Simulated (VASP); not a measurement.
# ZnTe3P2Pt (P4/mmm) in VASP: notebook, part 2 of 3

VASP 6.6.1. Earlier steps stand in the parts before.

### Step 3. Relaxation of cell and atoms, PBE

This run uses another cell than the first one, of 23.75 Å³/atom.

INCAR reads:

```
SYSTEM = ZnTe3P2Pt
PREC = Accurate
ENCUT = 600
EDIFF = 1E-6
ISMEAR = 0
SIGMA = 0.2
LREAL = .FALSE.
LASPH = .TRUE.
NELM = 80
ALGO = Fast
ISIF = 3
LWAVE = .FALSE.
LCHARG = .FALSE.
GGA = PE
IBRION = 2
NSW = 36
EDIFFG = -0.08
```

KPOINTS reads:

```
regular mesh
0
G
  3 3 3
  0 0 0
```

POSCAR reads:

```
ZnTe3P2Pt
1.0
    5.0868477700      0.0000000000      0.0000000000
    0.0000000000      5.0868477700      0.0000000000
    0.0000000000      0.0000000000      6.4258969300
Zn Te P Pt
1 3 2 1
Direct
    0.0000000000      0.0000000000      0.5000000000
    0.0000000000      0.5000000000      0.0000000000
    0.5000000000      0.0000000000      0.0000000000
    0.0000000000      0.0000000000      0.0000000000
    0.0000000000      0.5000000000      0.5000000000
    0.5000000000      0.0000000000      0.5000000000
    0.5000000000      0.5000000000      0.0000000000
```

Potentials or basis: VASP PAW PBE potentials, release 64 (Zn, Te, P, Pt).

Run with:

```console
$ cat potpaw_PBE.64/Zn/POTCAR potpaw_PBE.64/Te/POTCAR potpaw_PBE.64/P/POTCAR potpaw_PBE.64/Pt/POTCAR > POTCAR
$ mpirun -np 1 vasp_std > vasp.out
```

OUTCAR:

```text
SYSTEM = ZnTe3P2Pt
   PREC = Accurate
   ENCUT = 600
   EDIFF = 1E-6
   ISMEAR = 0
   LREAL = .FALSE.
   LASPH = .TRUE.
   NELM = 80
   ISIF = 3
   GGA = PE
   IBRION = 2
   NSW = 36
   EDIFFG = -0.08

 ion  position               nearest neighbor table
   1  0.000  0.000  0.500-   5 2.54   6 2.54   5 2.54   6 2.54   4 3.21   4 3.21
   2  0.000  0.500  0.000-   4 2.54   7 2.54   4 2.54   7 2.54   5 3.21   5 3.21   3 3.60   3 3.60
                             3 3.60   3 3.60
   3  0.500  0.000  0.000-   4 2.54   7 2.54   7 2.54   4 2.54   6 3.21   6 3.21   2 3.60   2 3.60
                             2 3.60   2 3.60
   4  0.000  0.000  0.000-   2 2.54   3 2.54   2 2.54   3 2.54   1 3.21   1 3.21
   5  0.000  0.500  0.500-   1 2.54   1 2.54   2 3.21   2 3.21
   6  0.500  0.000  0.500-   1 2.54   1 2.54   3 3.21   3 3.21
   7  0.500  0.500  0.000-   2 2.54   3 2.54   3 2.54   2 2.54

  LATTYP: Found a simple tetragonal cell.
 ALAT       =     5.0868477700
 C/A-ratio  =     1.2632375138

  Lattice vectors:

 A1 = (   5.0868477700,   0.0000000000,   0.0000000000)
 A2 = (   0.0000000000,   5.0868477700,   0.0000000000)
 A3 = (   0.0000000000,   0.0000000000,   6.4258969300)

Analysis of symmetry for initial positions (statically):
=====================================================================
 Subroutine PRICEL returns:
 Original cell was already a primitive cell.

 Routine SETGRP: Setting up the symmetry group for a
 simple tetragonal supercell.

 Subroutine GETGRP returns: Found 16 space group operations
 (whereof 16 operations were pure point group operations)
 out of a pool of 16 trial point group operations.

The static configuration has the point symmetry D_4h.

Analysis of symmetry for dynamics (positions and initial velocities):
=====================================================================
 Subroutine PRICEL returns:
 Original cell was already a primitive cell.

 Routine SETGRP: Setting up the symmetry group for a
 simple tetragonal supercell.

 Subroutine GETGRP returns: Found 16 space group operations
 (whereof 16 operations were pure point group operations)
 out of a pool of 16 trial point group operations.

The dynamic configuration has the point symmetry D_4h.

 Subroutine INISYM returns: Found 16 space group operations
 (whereof 16 operations are pure point group operations),
 and found     1 'primitive' translations

----------------------------------------------------------------------------------------

                                     Primitive cell

  volume of cell :     166.2766

  direct lattice vectors                    reciprocal lattice vectors
     5.086847770  0.000000000  0.000000000     0.196585399  0.000000000  0.000000000
     0.000000000  5.086847770  0.000000000     0.000000000  0.196585399  0.000000000
     0.000000000  0.000000000  6.425896930     0.000000000  0.000000000  0.155620299

  length of vectors
     5.086847770  5.086847770  6.425896930     0.196585399  0.196585399  0.155620299

  position of ions in fractional coordinates (direct lattice)
     0.000000000  0.000000000  0.500000000
     0.000000000  0.500000000  0.000000000
     0.500000000  0.000000000  0.000000000
     0.000000000  0.000000000  0.000000000
     0.000000000  0.500000000  0.500000000
     0.500000000  0.000000000  0.500000000
     0.500000000  0.500000000  0.000000000

[... 24 lines left out ...]

  Length of vectors
     0.065528466  0.065528466  0.051873433

  Shift w.r.t. Gamma in fractional coordinates (k-lattice)
     0.000000000  0.000000000  0.000000000

 Subroutine IBZKPT returns following result:
 ===========================================

 Found      6 irreducible k-points:

 Following reciprocal coordinates:
            Coordinates               Weight
  0.000000  0.000000  0.000000      1.000000
  0.333333  0.000000  0.000000      4.000000
  0.333333  0.333333  0.000000      4.000000
  0.000000  0.000000  0.333333      2.000000
  0.333333  0.000000  0.333333      8.000000
  0.333333  0.333333  0.333333      8.000000
   k-points           NKPTS =      6   k-points in BZ     NKDIM =      6   number of bands    NBANDS=     30
   number of dos      NEDOS =    301   number of ions     NIONS =      7
   total plane-waves  NPLWV =  95256
   dimension x,y,z NGX =    42 NGY =   42 NGZ =   54
   dimension x,y,z NGXF=    84 NGYF=   84 NGZF=  108
   ions per type =               1   3   2   1
   NGX,Y,Z   is equivalent  to a cutoff of  13.73, 13.73, 13.97 a.u.
   NGXF,Y,Z  is equivalent  to a cutoff of  27.45, 27.45, 27.94 a.u.
 SYSTEM =  ZnTe3P2Pt
   PREC   = accura    normal or accurate (medium, high low for compatibility)
   ISTART =      0    job   : 0-new  1-cont  2-samecut
   ICHARG =      2    charge: 1-file 2-atom 10-const
   ISPIN  =      1    spin polarized calculation?
   LNONCOLLINEAR =      F non collinear calculations
   LSORBIT =      F    spin-orbit coupling
   LASPH  =      T    aspherical Exc in radial PAW
   ENCUT  =  600.0 eV  44.10 Ry    6.64 a.u.  10.16 10.16 12.83*2*pi/ulx,y,z
   NELM   =     80;   NELMIN=  2; NELMDL= -5     # of ELM steps
   EDIFF  = 0.1E-05   stopping-criterion for ELM
   LREAL  =      F    real-space projection
   EDIFFG = -.8E-01   stopping-criterion for IOM
   NSW    =     36    number of steps for IOM
   IBRION =      2    ionic relax: 0-MD 1-quasi-New 2-CG
   NFREE  =      1    steps in history (QN), initial steepest desc. (CG)
   ISIF   =      3    stress and relaxation
   ISYM   =      2    0-nonsym 1-usesym 2-fastsym
   POTIM  = 0.5000    time-step for ionic-motion
   TEBEG  =    0.0;   TEEND  =   0.0 temperature during run
   PSTRESS=    0.0 pullay stress
   NELECT =      50.0000    total number of electrons
   NUPDOWN=      -1.0000    fix difference up-down
   EMIN   =  10.00;   EMAX   =-10.00  energy-range for DOS
   EFERMI =   0.00;   METHOD = LEGACY
   ISMEAR =     0;   SIGMA  =   0.20  broadening in eV -4-tet -1-fermi 0-gaus
   EFERMI_NEDOS =   21; number of points for ismear=-14 and -15
   IALGO  =     68    algorithm
   IMIX   =      4    mixing-type and parameters
     AMIX     =   0.40;   BMIX     =  1.00
     AMIX_MAG =   1.60;   BMIX_MAG =  1.00
  volume/ion in A,a.u.               =      23.75       160.30
  Fermi-wavevector in a.u.,A,eV,Ry     =   1.096784  2.072621 16.366925  1.202935
  Thomas-Fermi vector in A             =   2.233132
   LORBIT       =      0    0 simple, 1 ext, 2 COOP (PROOUT), +10 PAW based schemes
   GGA     = PE    functional components
   LHFCALC =     F    Hartree Fock is set to
   AEXX    =    0.0000 exact exchange contribution
   IVDW    =     0    specifies the selected vdW correction
   LEPSILON=     F    determine dielectric tensor
   LRPA    =     F    only Hartree local field effects (RPA)
 conjugate gradient relaxation of ions
 non-spin polarized calculation
 RMM-DIIS sequential band-by-band and
 Gauss-broadening in eV      SIGMA  =   0.20
  energy-cutoff  :      600.00
  volume of cell :      166.28
 maximum number of plane-waves:      5560
 NGX is ok and might be reduce to    42
   NGX = 21   NGY = 21   NGZ = 25

--------------------------------------- Ionic step        1  -------------------------------------------

 number of electron      49.9999996 magnetization

 Free energy of the ion-electron system (eV)
  ---------------------------------------------------
  ext. energy  EPLUGINS =         0.00000000
  ---------------------------------------------------
  free energy    TOTEN  =       -20.77516262 eV

  energy without entropy =      -20.60451667  energy(sigma->0) =      -20.68983965

------------------------ aborting loop because EDIFF is reached ----------------------------------------

  FORCE on cell =-STRESS in cart. coord.  units (eV):
  Direction    XX          YY          ZZ          XY          YZ          ZX
  --------------------------------------------------------------------------------------
  -------------------------------------------------------------------------------------
  Total       26.7984548     26.7984548     -4.2189802      0.0000000      0.0000000      0.0000000
  in kB      258.2195375    258.2195375    -40.6524603      0.0000000      0.0000000      0.0000000
  external PRESSURE =     158.5955383 kB  Pullay stress =       0.0000000 kB
[... 517 lines left out ...]
     29       9.4637      0.00000
     30       9.8437      0.00000

[... ionic steps 4 to 9 ...]

--------------------------------------- Ionic step       10  -------------------------------------------

 number of electron      50.0000022 magnetization

------------------------ aborting loop because EDIFF is reached ----------------------------------------
[... 77 lines left out ...]
--------------------------------------- Ionic step       12  -------------------------------------------

 number of electron      50.0000016 magnetization

 Free energy of the ion-electron system (eV)
  ---------------------------------------------------
  ext. energy  EPLUGINS =         0.00000000
  ---------------------------------------------------
  free energy    TOTEN  =       -23.52665362 eV

  energy without entropy =      -23.39255851  energy(sigma->0) =      -23.45960607

 E-fermi :   5.9765     XC(G=0):  -9.7743

 val. band max:        5.9409059584   @ k =   0.3333   0.3333   0.0000
 cond. band min:       5.9893392281   @ k =   0.3333   0.3333   0.3333
 fundamental gap:      0.0484332696
 Fermi energy:         5.9764816850
[... 230 lines left out ...]
  FREE ENERGIE OF THE ION-ELECTRON SYSTEM (eV)
  ---------------------------------------------------
  free  energy   TOTEN  =       -23.5266536235 eV

  energy  without entropy=      -23.3925585065  energy(sigma->0) =      -23.45960607

 reached required accuracy - stopping structural energy minimisation
```

Wall time 8.9 min (1 thread of Oxide Virtual Turin-like, shared host); peak memory 0.31 GiB.

Results:

```
Free energy                           : -23.5267 eV
Relaxed volume                        : 24.97 Å³/atom
Relaxed cell                          : a = 5.644 Å, b = 5.644 Å, c = 5.488 Å, α = 90.00°, β = 90.00°, γ = 90.00°
Space group after relaxing (to 0.1 Å) : P4/mmm (No. 123)
Energy gained by relaxing             : 393.1 meV/atom
Ionic steps                           : 12
Pressure after relaxing               : 0.1 GPa
Band gap on the k mesh                : zero (bands 25 and 26 overlap by 0.61 eV)
```

Stress tensor (GPa, compression positive):
```
0.09 0.00 0.00
0.00 0.09 0.00
0.00 0.00 0.24
```

Step by step:
```csv
step,energy change (eV),largest force (eV/Å),pressure (GPa),volume (Å³)
1,0.0000,0.0000,15.86,166.28
2,-0.9387,0.0000,-8.49,226.58
3,-2.0195,0.0000,-2.66,195.16
4,-2.0201,0.0000,-2.45,194.56
5,-2.3708,0.0000,-1.94,186.32
6,-2.2646,0.0000,7.27,160.96
7,-2.6505,0.0000,-0.61,178.35
8,-2.6974,0.0000,2.62,168.69
9,-2.7327,0.0000,0.90,172.99
10,-2.7340,0.0000,1.13,172.32
11,-2.7483,0.0000,-0.26,175.90
12,-2.7515,0.0000,0.14,174.81
```

Final structure:
```
Zn Te P Pt
1.0
     5.64392    0.00000    0.00000
     0.00000    5.64392    0.00000
     0.00000    0.00000    5.48780
Zn Te P Pt
1 3 2 1
Cartesian
  0.0000 0.0000 2.7439
  0.0000 2.8220 0.0000
  2.8220 0.0000 0.0000
  5.6439 0.0000 0.0000
  5.6439 2.8220 2.7439
  2.8220 0.0000 2.7439
  2.8220 2.8220 0.0000
```

Levels at points of the mesh, in eV from the Fermi level:
```
           k point  band 21  band 22  band 23  band 24  band 25  band 26  band 27  band 28  band 29  band 30
(0.00, 0.00, 0.00)    -1.97    -1.90    -1.90    -1.58    -0.94    -0.46     0.52     0.52     3.29     4.51
```

Caveat: the k points lie up to 0.38 Å⁻¹ apart in the final cell, too coarse for converged energies and pressures of a metal; spin-orbit coupling is left out, which moves the levels of the heavy elements.

[end of part 2 of 3]

The gap in the log of VASP goes by the Fermi energy; the results here count the filled bands.